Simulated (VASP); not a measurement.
Here is a VASP 6.6.1 calculation.

The input POSCAR:

```
Mo
1.0
   -1.5752131668      1.5909652985      1.5752131668
    1.5752131668     -1.5909652985      1.5752131668
    1.5752131668      1.5909652985     -1.5752131668
Mo
1
Direct
    0.0000000000      0.0000000000      0.0000000000
```

The input INCAR.step1:

```
SYSTEM = Mo
  PREC = Accurate
  ENCUT = 520
  ISMEAR = 0
  SIGMA = 0.15
  LREAL = .FALSE.
  LASPH = .TRUE.
  NELM = 60
  NBANDS = 13
  GGA = PE
  ALGO = Normal
  EDIFF = 1E-4
  LWAVE = .TRUE.
  LCHARG = .FALSE.
```

Contents of INCAR.step2:

```
SYSTEM = Mo
  PREC = Accurate
  ENCUT = 520
  EDIFF = 1E-7
  ISMEAR = 0
  SIGMA = 0.15
  LREAL = .FALSE.
  LASPH = .TRUE.
  NELM = 60
  ALGO = Normal
  ISIF = 2
  LWAVE = .FALSE.
  LCHARG = .FALSE.
  METAGGA = R2SCAN
  LMIXTAU = .TRUE.
  NBANDS = 13
  ISTART = 1
```

Contents of KPOINTS:

```
Automatic mesh
0
G
  26 26 26
  0 0 0
```

Potentials or basis: VASP PAW PBE potentials, release 64 (Mo_sv).

Launch:

```bash
$ cat potpaw_PBE.64/Mo_sv/POTCAR > POTCAR
$ cp INCAR.step1 INCAR
$ mpirun -np 1 vasp_std > vasp.out
$ cp INCAR.step2 INCAR
$ mpirun -np 1 vasp_std > vasp.out
```

Q: What does it give for the band gap on the k mesh?

A: Zero (bands 7 and 8 overlap by 5.40 eV).

Q: What does it give for the pressure?

A: -1.5 GPa.

Stress tensor (GPa, compression positive):
```
-0.37  0.00  0.00
 0.00 -3.70  0.00
 0.00  0.00 -0.37
```

Caveat: the cell differs from its parent crystal (strain +0.0100 x Voigt [0, 1, 0, 0, 0, 0]); the PAW data sets were made with another functional, which shifts forces and pressure a little.
